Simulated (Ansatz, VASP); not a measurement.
## Two plane-wave programs on LaPSe4

```
La P Se
1.0
     5.78360    0.00000    0.00000
     0.00000    5.78360    0.00000
     0.00000    0.00000    5.78360
La P Se
1 1 4
Cartesian
  2.8918 2.8918 2.8918
  0.0000 0.0000 0.0000
  1.2682 1.2682 1.2682
  1.2682 4.5155 4.5155
  4.5155 4.5155 1.2682
  4.5155 1.2682 4.5155
```

Change from the starting cell: species swapped into the H4BrN type (P-43m, No. 215).

Alike in both runs: functional PBE; k mesh 3 × 3 × 3; occupations gaussian, width 0.15 eV; no spin polarisation.

Ansatz relaxed the structure, and its values are those at the end. VASP's run is a single point on that final structure, the one shown.

|  | VASP | Ansatz |
| --- | --- | --- |
| version | VASP 6.6.1 | Ansatz 0.2.0 |
| potentials or method | VASP PAW PBE potentials, release 64 (La, P, Se), cutoff 500 eV | scalar-relativistic, plane waves, PAW |
| valence electrons in the cell | 40 | 80 |

```csv
,VASP,Ansatz,Ansatz less VASP
gap on the k mesh at the Fermi level (eV),1.21,1.21,+0.001
least direct gap on the mesh (eV),1.28,1.28,-0.001
pressure (GPa),0.2,0.2,-0.01
rms of the force components (eV/Å),0.008,0.004,-0.0038
```

The functional is the same, so the differences come from potentials, cutoffs and numerics. VASP's potentials hold 40 valence electrons a cell and Ansatz's 80, so a difference there can come from the potentials and not from the codes.

Spin-orbit coupling is off throughout.
